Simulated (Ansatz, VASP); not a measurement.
**BN: VASP beside Ansatz**

The input INCAR:

```
SYSTEM = BN
PREC = Accurate
ENCUT = 520
EDIFF = 1E-6
ISMEAR = 0
SIGMA = 0.01
LREAL = .FALSE.
LASPH = .TRUE.
NELM = 80
ALGO = Normal
ISIF = 2
LWAVE = .FALSE.
LCHARG = .TRUE.
GGA = PE
LELF = .TRUE.
LVHAR = .TRUE.
NBANDS = 16
```

KPOINTS

```
regular mesh
0
G
  8 8 3
  0 0 0
```

The input POSCAR:

```
BN
1.0
    2.4982400000      0.0000000000      0.0000000000
   -1.2491200000      2.1635393000      0.0000000000
    0.0000000000      0.0000000000      6.6357000000
B N
2 2
Direct
    0.3333333333      0.6666666667      0.2500000000
    0.6666666667      0.3333333333      0.7500000000
    0.3533474233      0.6666666667      0.7500000000
    0.6666666667      0.3333333333      0.2500000000
```

Input for Ansatz:

```yaml
crystal:
  lattice:
    - [2.49824, 0.0, 0.0]
    - [-1.24912, 2.1635393, 0.0]
    - [0.0, 0.0, 6.6357]
  atoms:
    - { symbol: B, position: [0.3333333333333333, 0.6666666666666666, 0.25] }
    - { symbol: B, position: [0.6666666666666666, 0.3333333333333333, 0.75] }
    - { symbol: "N", position: [0.3533474232526365, 0.6666666666666666, 0.75] }
    - { symbol: "N", position: [0.6666666666666666, 0.3333333333333333, 0.25] }
basis:
  ecutwfc: 571.4391111657479
kpoints:
  mp_grid:
    grid: [8, 8, 3]
    shift: [0.0, 0.0, 0.0]
hamiltonian:
  xc: pbe
  pseudopotentials:
    kind: paw
scf:
  occupations:
    method: fixed
output:
  forces: true
```

Alike in both runs: task single point; functional PBE; k mesh 8 × 8 × 3; no spin polarisation.

```csv
,VASP,Ansatz
version,VASP 6.6.1,Ansatz 0.2.0
potentials or method,"VASP PAW PBE potentials, release 64 (B, N), cutoff 520 eV","plane waves, PAW"
occupations,"gaussian, width 0.01 eV",fixed
valence electrons in the cell,16,16
```

```csv
,VASP,Ansatz,Ansatz less VASP
rms of the force components (eV/Å),0.865,0.867,+0.0022
```

Atom by atom the forces differ by 0.002 eV/Å (rms over components).
